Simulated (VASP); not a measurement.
# SiC5 (P-62m) in VASP: notebook

The runs below take SiC5 through single point, relaxation of cell and atoms, with PBE.

Everything below comes from runs of VASP 6.6.1. Logs are shortened: lines on timing, memory, paths and dates and some standing lists are left out, and cuts for length are marked.

**1. The cell of the first run**

Symmetry: P-62m, No. 189, hexagonal system. Conventional cell: a = 3.596 Å, b = 3.596 Å, c = 8.195 Å, α = 90.00°, β = 90.00°, γ = 120.00°. Within 2.7 Å of Si (site symmetry -62m) lie 6 C at 2.08 Å. Within 2.7 Å of C (site symmetry -6) lie 3 C at 2.08 Å and 3 Si at 2.08 Å. C (site symmetry m2m) has 2 C at 1.40 Å within 1.9 Å.

The cell was built from a structure type or drawn by symmetry, and may not be a known phase.

**2. Single point, PBE**

File INCAR:

```
SYSTEM = SiC5
PREC = Accurate
ENCUT = 520
EDIFF = 1E-6
ISMEAR = 0
SIGMA = 0.1
LREAL = .FALSE.
LASPH = .TRUE.
NELM = 60
ALGO = Normal
ISIF = 2
LWAVE = .FALSE.
LCHARG = .FALSE.
GGA = PE
NBANDS = 21
```

File KPOINTS:

```
regular mesh
0
G
  12 12 6
  0 0 0
```

File POSCAR:

```
SiC5
1.0
    3.5961499694      0.0000000000      0.0000000000
   -1.7980749847      3.1143572293      0.0000000000
    0.0000000000      0.0000000000      8.1945748510
Si C
1 5
Direct
    0.0000000000      0.0000000000      0.5000000000
    0.3333333333      0.6666666667      0.5000000000
    0.0000000000      0.7747883877      0.0000000000
    0.7747883877      0.0000000000      0.0000000000
    0.2252116123      0.2252116123      0.0000000000
    0.6666666667      0.3333333333      0.5000000000
```

Potentials or basis: VASP PAW PBE potentials, release 64 (Si, C).

The run is started by

```bash
$ cat potpaw_PBE.64/Si/POTCAR potpaw_PBE.64/C/POTCAR > POTCAR
$ mpirun -np 1 vasp_std > vasp.out
```

OUTCAR:

```text
SYSTEM = SiC5
   PREC = Accurate
   ENCUT = 520
   EDIFF = 1E-6
   ISMEAR = 0
   LREAL = .FALSE.
   LASPH = .TRUE.
   NELM = 60
   ISIF = 2
   GGA = PE

 ion  position               nearest neighbor table
   1  0.000  0.000  0.500-   2 2.08   6 2.08   2 2.08   6 2.08   6 2.08   2 2.08
   2  0.333  0.667  0.500-   1 2.08   1 2.08   1 2.08
   3  0.000  0.775  0.000-   5 1.40   4 1.40
   4  0.775  0.000  0.000-   3 1.40   5 1.40
   5  0.225  0.225  0.000-   3 1.40   4 1.40
   6  0.667  0.333  0.500-   1 2.08   1 2.08   1 2.08

  LATTYP: Found a hexagonal cell.
 ALAT       =     3.5961499694
 C/A-ratio  =     2.2787077627

  Lattice vectors:

 A1 = (   3.5961499694,   0.0000000000,   0.0000000000)
 A2 = (  -1.7980749847,   3.1143572293,   0.0000000000)
 A3 = (   0.0000000000,   0.0000000000,   8.1945748510)

Analysis of symmetry for initial positions (statically):
=====================================================================
 Subroutine PRICEL returns:
 Original cell was already a primitive cell.

 Routine SETGRP: Setting up the symmetry group for a
 hexagonal supercell.

 Subroutine GETGRP returns: Found 12 space group operations
 (whereof 12 operations were pure point group operations)
 out of a pool of 24 trial point group operations.

The static configuration has the point symmetry D_3h.

Analysis of symmetry for dynamics (positions and initial velocities):
=====================================================================
 Subroutine PRICEL returns:
 Original cell was already a primitive cell.

 Routine SETGRP: Setting up the symmetry group for a
 hexagonal supercell.

 Subroutine GETGRP returns: Found 12 space group operations
 (whereof 12 operations were pure point group operations)
 out of a pool of 24 trial point group operations.

The dynamic configuration has the point symmetry D_3h.

 Subroutine INISYM returns: Found 12 space group operations
 (whereof 12 operations are pure point group operations),
 and found     1 'primitive' translations

----------------------------------------------------------------------------------------

                                     Primitive cell

  volume of cell :      91.7767

  direct lattice vectors                    reciprocal lattice vectors
     3.596149969  0.000000000  0.000000000     0.278075166  0.160546772  0.000000000
    -1.798074985  3.114357229  0.000000000     0.000000000  0.321093544  0.000000000
     0.000000000  0.000000000  8.194574851     0.000000000  0.000000000  0.122031956

  length of vectors
     3.596149969  3.596149969  8.194574851     0.321093544  0.321093544  0.122031956

  position of ions in fractional coordinates (direct lattice)
     0.000000000  0.000000000  0.500000000
     0.333333333  0.666666667  0.500000000
     0.000000000  0.774788388  0.000000000
     0.774788388  0.000000000  0.000000000
     0.225211612  0.225211612  0.000000000
     0.666666667  0.333333333  0.500000000

  ion indices of the primitive-cell ions
   primitive index   ion index
                 1           1
                 2           2
                 3           3
                 4           4
                 5           5
                 6           6

----------------------------------------------------------------------------------------

 KPOINTS: regular mesh

Automatic generation of k-mesh.
 Grid dimensions read from file:
 generate k-points for:   12   12    6

 Generating k-lattice:

  Cartesian coordinates                     Fractional coordinates (reciprocal lattice)
     0.023172931  0.013378898  0.000000000     0.083333333  0.000000000  0.000000000
     0.000000000  0.026757795  0.000000000     0.000000000  0.083333333  0.000000000
     0.000000000  0.000000000  0.020338659     0.000000000  0.000000000  0.166666667

  Length of vectors
     0.026757795  0.026757795  0.020338659

  Shift w.r.t. Gamma in fractional coordinates (k-lattice)
     0.000000000  0.000000000  0.000000000

 Subroutine IBZKPT returns following result:
 ===========================================

 Found     76 irreducible k-points:

 Following reciprocal coordinates:
            Coordinates               Weight
  0.000000  0.000000  0.000000      1.000000
  0.083333  0.000000  0.000000      6.000000
  0.166667 -0.000000  0.000000      6.000000
  0.250000  0.000000  0.000000      6.000000
  0.333333  0.000000  0.000000      6.000000
  0.416667 -0.000000  0.000000      6.000000
[... 16 lines left out ...]
  0.250000  0.000000  0.166667     12.000000
  0.333333  0.000000  0.166667     12.000000
 [... further k-points ...]
   k-points           NKPTS =     76   k-points in BZ     NKDIM =     76   number of bands    NBANDS=     21
   number of dos      NEDOS =    301   number of ions     NIONS =      6
   total plane-waves  NPLWV =  50176
   dimension x,y,z NGX =    28 NGY =   28 NGZ =   64
   dimension x,y,z NGXF=    56 NGYF=   56 NGZF=  128
   ions per type =               1   5
   NGX,Y,Z   is equivalent  to a cutoff of  12.94, 12.94, 12.98 a.u.
   NGXF,Y,Z  is equivalent  to a cutoff of  25.89, 25.89, 25.97 a.u.
 SYSTEM =  SiC5
   PREC   = accura    normal or accurate (medium, high low for compatibility)
   ISTART =      0    job   : 0-new  1-cont  2-samecut
   ICHARG =      2    charge: 1-file 2-atom 10-const
   ISPIN  =      1    spin polarized calculation?
   LNONCOLLINEAR =      F non collinear calculations
   LSORBIT =      F    spin-orbit coupling
   LASPH  =      T    aspherical Exc in radial PAW
   ENCUT  =  520.0 eV  38.22 Ry    6.18 a.u.   6.69  6.69 15.24*2*pi/ulx,y,z
   NELM   =     60;   NELMIN=  2; NELMDL= -5     # of ELM steps
   EDIFF  = 0.1E-05   stopping-criterion for ELM
   LREAL  =      F    real-space projection
   EDIFFG = 0.1E-04   stopping-criterion for IOM
   NSW    =      0    number of steps for IOM
   IBRION =     -1    ionic relax: 0-MD 1-quasi-New 2-CG
   NFREE  =      0    steps in history (QN), initial steepest desc. (CG)
   ISIF   =      2    stress and relaxation
   ISYM   =      2    0-nonsym 1-usesym 2-fastsym
   POTIM  = 0.5000    time-step for ionic-motion
   TEBEG  =    0.0;   TEEND  =   0.0 temperature during run
   PSTRESS=    0.0 pullay stress
   NELECT =      24.0000    total number of electrons
   NUPDOWN=      -1.0000    fix difference up-down
   EMIN   =  10.00;   EMAX   =-10.00  energy-range for DOS
   EFERMI =   0.00;   METHOD = LEGACY
   ISMEAR =     0;   SIGMA  =   0.10  broadening in eV -4-tet -1-fermi 0-gaus
   EFERMI_NEDOS =   21; number of points for ismear=-14 and -15
   IALGO  =     38    algorithm
   IMIX   =      4    mixing-type and parameters
     AMIX     =   0.40;   BMIX     =  1.00
     AMIX_MAG =   1.60;   BMIX_MAG =  1.00
  volume/ion in A,a.u.               =      15.30       103.22
  Fermi-wavevector in a.u.,A,eV,Ry     =   1.046890  1.978335 14.911694  1.095979
  Thomas-Fermi vector in A             =   2.181747
   LORBIT       =      0    0 simple, 1 ext, 2 COOP (PROOUT), +10 PAW based schemes
   GGA     = PE    functional components
   LHFCALC =     F    Hartree Fock is set to
   AEXX    =    0.0000 exact exchange contribution
   IVDW    =     0    specifies the selected vdW correction
   LEPSILON=     F    determine dielectric tensor
   LRPA    =     F    only Hartree local field effects (RPA)
 non-spin polarized calculation
 Gauss-broadening in eV      SIGMA  =   0.10
  energy-cutoff  :      520.00
  volume of cell :       91.78
 maximum number of plane-waves:      2527
 NGX is ok and might be reduce to    28
   NGX = 13   NGY = 13   NGZ = 31

 number of electron      24.0000001 magnetization

 Free energy of the ion-electron system (eV)
  ---------------------------------------------------
  ext. energy  EPLUGINS =         0.00000000
  ---------------------------------------------------
  free energy    TOTEN  =       -33.60783375 eV

  energy without entropy =      -33.59050837  energy(sigma->0) =      -33.59917106

 E-fermi :   2.0448     XC(G=0):  -8.4227

 val. band max:        2.0424838313   @ k =   0.3333   0.0833   0.1667
 cond. band min:       2.0471062338   @ k =   0.3333   0.0833   0.3333
 fundamental gap:      0.0046224025
 Fermi energy:         2.0448160350

 k-point     1 :       0.0000    0.0000    0.0000
  band No.  band energies     occupation
      1     -17.0528      2.00000
      2     -13.5874      2.00000
      3      -4.3926      2.00000
      4      -4.0029      2.00000
      5      -3.8120      2.00000
      6      -3.8120      2.00000
[... 13 lines left out ...]
     20       7.2713      0.00000
     21       7.5317      0.00000

 k-point     2 :       0.0833    0.0000    0.0000
  band No.  band energies     occupation
      1     -17.0299      2.00000
      2     -13.4983      2.00000
      3      -5.0558      2.00000
      4      -3.9408      2.00000
      5      -3.8953      2.00000
      6      -3.6742      2.00000
[... 13 lines left out ...]
     20       7.0730      0.00000
     21       7.8831      0.00000

 k-point     3 :       0.1667   -0.0000    0.0000
  band No.  band energies     occupation
      1     -16.9664      2.00000
      2     -13.2321      2.00000
      3      -5.8660      2.00000
      4      -5.1547      2.00000
      5      -4.1065      2.00000
      6      -3.7638      2.00000
[... 13 lines left out ...]
     20       7.2704      0.00000
     21       8.8021      0.00000

 k-point     4 :       0.2500    0.0000    0.0000
  band No.  band energies     occupation
      1     -16.8765      2.00000
      2     -12.7920      2.00000
      3      -6.6083      2.00000
      4      -6.5636      2.00000
      5      -4.3652      2.00000
      6      -3.9080      2.00000
[... 13 lines left out ...]
     20       8.1264      0.00000
     21      10.0258      0.00000

 k-point     5 :       0.3333    0.0000    0.0000
  band No.  band energies     occupation
      1     -16.7828      2.00000
      2     -12.1859      2.00000
      3      -7.9602      2.00000
      4      -7.1104      2.00000
      5      -4.5985      2.00000
      6      -4.3328      2.00000
[... 13 lines left out ...]
     20       9.0021      0.00000
     21      11.2764      0.00000

 k-point     6 :       0.4167   -0.0000    0.0000
  band No.  band energies     occupation
      1     -16.7116      2.00000
      2     -11.4416      2.00000
      3      -9.1638      2.00000
      4      -7.4559      2.00000
      5      -4.7574      2.00000
      6      -4.5920      2.00000
[... 13 lines left out ...]
     20       9.4796      0.00000
     21      11.1142      0.00000

 k-point     7 :       0.5000    0.0000    0.0000
  band No.  band energies     occupation
      1     -16.6850      2.00000
      2     -10.8547      2.00000
      3      -9.9053      2.00000
      4      -7.5748      2.00000
      5      -4.8136      2.00000
      6      -4.6787      2.00000
[... 13 lines left out ...]
     20       9.9617      0.00000
     21      10.4658      0.00000
[... 291 lines left out ...]
      1     -17.0527      2.00000
      2     -13.5875      2.00000
      3      -4.4002      2.00000
      4      -3.9694      2.00000
      5      -3.8120      2.00000
      6      -3.8120      2.00000
[... 13 lines left out ...]
     20       7.2697      0.00000
     21       7.5327      0.00000

 k-point    21 :       0.0833    0.0000    0.1667
  band No.  band energies     occupation
      1     -17.0299      2.00000
      2     -13.4985      2.00000
      3      -5.0582      2.00000
      4      -3.9111      2.00000
      5      -3.8953      2.00000
      6      -3.6741      2.00000
[... 13 lines left out ...]
     20       7.1564      0.00000
     21       7.8839      0.00000

 k-point    22 :       0.1667   -0.0000    0.1667
  band No.  band energies     occupation
      1     -16.9663      2.00000
      2     -13.2323      2.00000
      3      -5.8671      2.00000
      4      -5.1548      2.00000
      5      -4.1064      2.00000
      6      -3.7383      2.00000
[... 13 lines left out ...]
     20       7.4278      0.00000
     21       8.8027      0.00000

 k-point    23 :       0.2500    0.0000    0.1667
  band No.  band energies     occupation
      1     -16.8765      2.00000
      2     -12.7921      2.00000
      3      -6.6075      2.00000
      4      -6.5651      2.00000
      5      -4.3650      2.00000
      6      -3.9083      2.00000
[... 13 lines left out ...]
     20       8.2348      0.00000
     21      10.0266      0.00000

 k-point    24 :       0.3333    0.0000    0.1667
  band No.  band energies     occupation
      1     -16.7828      2.00000
      2     -12.1860      2.00000
      3      -7.9601      2.00000
      4      -7.1109      2.00000
      5      -4.5981      2.00000
      6      -4.3333      2.00000
[... 13 lines left out ...]
     20       9.0949      0.00000
     21      11.1775      0.00000

 [... further k-points ...]

------------------------ aborting loop because EDIFF is reached ----------------------------------------

  FORCE on cell =-STRESS in cart. coord.  units (eV):
  Direction    XX          YY          ZZ          XY          YZ          ZX
  --------------------------------------------------------------------------------------
  -------------------------------------------------------------------------------------
  Total        0.2106976      0.2106976      0.0001681      0.0000000      0.0000000      0.0000000
  in kB        3.6782193      3.6782193      0.0029346      0.0000000      0.0000000      0.0000000
  external PRESSURE =       2.4531244 kB  Pullay stress =       0.0000000 kB

 VOLUME and BASIS-vectors are now :
 -----------------------------------------------------------------------------
  energy-cutoff  :      520.00
  volume of cell :       91.78
      direct lattice vectors                 reciprocal lattice vectors
     3.596149969  0.000000000  0.000000000     0.278075166  0.160546772  0.000000000
    -1.798074985  3.114357229  0.000000000     0.000000000  0.321093544  0.000000000
     0.000000000  0.000000000  8.194574851     0.000000000  0.000000000  0.122031956

 POSITION                                       TOTAL-FORCE (eV/Angst)
 -----------------------------------------------------------------------------------
      0.00000      0.00000      4.09729        -0.000000     -0.000000      0.000000
     -0.00000      2.07624      4.09729        -0.000000     -0.000000      0.000000
     -1.39313      2.41297      0.00000         0.092438     -0.160107      0.000000
      2.78626      0.00000      0.00000        -0.184875     -0.000000     -0.000000
      0.40495      0.70139      0.00000         0.092438      0.160107     -0.000000
      1.79807      1.03812      4.09729        -0.000000     -0.000000      0.000000
 -----------------------------------------------------------------------------------
    total drift:                               -0.000000     -0.000001      0.000000

  FREE ENERGIE OF THE ION-ELECTRON SYSTEM (eV)
  ---------------------------------------------------
  free  energy   TOTEN  =       -33.6078337528 eV

  energy  without entropy=      -33.5905083660  energy(sigma->0) =      -33.59917106
```

It took 2.3 min on 1 thread of AMD EPYC 9R14 (Zen 4), shared host; peak memory 0.24 GiB.

What came out:

| Item | Value |
| --- | --- |
| Free energy | -33.6078 eV |
| Pressure | 0.2 GPa |
| Largest force | 0.185 eV/Å |
| Band gap on the k mesh | zero (bands 12 and 13 overlap by 1.44 eV) |

Forces on the atoms (eV/Å):
```
Si   0.000  0.000  0.000
C    0.000  0.000  0.000
C    0.092 -0.160  0.000
C   -0.185  0.000  0.000
C    0.092  0.160  0.000
C    0.000  0.000  0.000
```

Levels at points of the mesh, in eV from the Fermi level:
| k point | band 10 | band 11 | band 12 | band 13 | band 14 | band 15 |
| --- | --- | --- | --- | --- | --- | --- |
| (0.00, 0.00, 0.00) | -4.27 | -2.33 | -2.33 | -0.84 | -0.84 | 0.63 |
| (0.50, 0.00, 0.00) | -2.18 | -1.22 | 0.40 | 0.89 | 1.38 | 2.88 |
| (0.00, 0.00, 0.50) | -4.27 | -2.33 | -2.33 | -0.84 | -0.84 | 0.71 |
| (0.50, 0.00, 0.50) | -2.14 | -1.27 | 0.40 | 0.89 | 1.26 | 2.84 |

**3. Single point, PBE, collinear spin**

This run uses another cell than the first one, of 13.80 Å³/atom.

INCAR, as its differences from that of step 2:

```diff
@@ -8,3 +8,3 @@
 LASPH = .TRUE.
-NELM = 60
+NELM = 150
 ALGO = Normal
@@ -13,3 +13,6 @@
 LCHARG = .FALSE.
+ISPIN = 2
+MAGMOM = 0 1 1 1 1 1
+LORBIT = 11
 GGA = PE
-NBANDS = 21
+NBANDS = 25
```

File KPOINTS:

```
regular mesh
0
G
  6 6 4
  0 0 0
```

File POSCAR:

```
SiC5
1.0
    3.5850644920      0.0000000000      0.0000000000
   -1.7925322460      3.1047569242      0.0000000000
    0.0000000000      0.0000000000      7.4364509378
Si C
1 5
Direct
    0.0000000000      0.0000000000      0.5000000000
    0.3333333333      0.6666666667      0.5000000000
    0.0000000000      0.7746795231      0.0000000000
    0.7746795231      0.0000000000      0.0000000000
    0.2253204769      0.2253204769      0.0000000000
    0.6666666667      0.3333333333      0.5000000000
```

Potentials or basis: VASP PAW PBE potentials, release 64 (Si, C).

The run is started by

```bash
$ cat potpaw_PBE.64/Si/POTCAR potpaw_PBE.64/C/POTCAR > POTCAR
$ mpirun -np 1 vasp_std > vasp.out
```

Run time: 1.8 min. Hardware: 1 thread of AMD EPYC 9R14 (Zen 4), shared host; peak memory 0.22 GiB.

It converged, with:

```
Free energy                                           : -33.6666 eV
Pressure                                              : 0.3 GPa
Largest force                                         : 0.143 eV/Å
Net moment                                            : 0.25 μB per cell
Site moments                                          : Si -0.00; C +0.00, +0.06 (each value once) μB
Valence electrons inside the program's atomic spheres : Si 1.50; C 2.19, 2.42 (each value once)
```

Forces in eV/Å, atoms in the order of the input:
```
Si   0.000  0.000  0.000
C    0.000  0.000  0.000
C    0.072 -0.124  0.000
C   -0.143  0.000  0.000
C    0.072  0.124  0.000
C    0.000  0.000  0.000
```

Stress tensor (GPa, compression positive):
```
0.34 0.00 0.00
0.00 0.34 0.00
0.00 0.00 0.19
```

Levels at points of the mesh, in eV from the Fermi level:
Spin up:
```tsv
k point	band 8	band 9	band 10	band 11	band 12	band 13	band 14	band 15	band 16	band 17
(0.00, 0.00, 0.00)	-4.52	-4.52	-4.31	-2.45	-2.45	-0.73	-0.73	0.63	2.73	4.35
(0.50, 0.00, 0.00)	-4.89	-3.84	-2.32	-1.20	0.51	1.02	1.61	2.89	3.41	3.61
(0.00, 0.00, 0.50)	-4.52	-4.52	-4.31	-2.45	-2.45	-0.73	-0.73	0.78	2.73	4.36
(0.50, 0.00, 0.50)	-4.70	-3.86	-2.22	-1.33	0.52	1.04	1.34	2.81	3.41	3.62
```
Spin down:
```
           k point  band 9  band 10  band 11  band 12  band 13  band 14  band 15  band 16
(0.00, 0.00, 0.00)   -4.52    -4.31    -2.45    -2.45    -0.51    -0.51     0.63     2.73
(0.50, 0.00, 0.00)   -3.64    -2.31    -1.20     0.73     1.21     1.69     2.89     3.41
(0.00, 0.00, 0.50)   -4.52    -4.31    -2.45    -2.45    -0.51    -0.51     0.79     2.73
(0.50, 0.00, 0.50)   -3.67    -2.22    -1.33     0.74     1.23     1.42     2.82     3.41
```

[end of part 1 of 2]
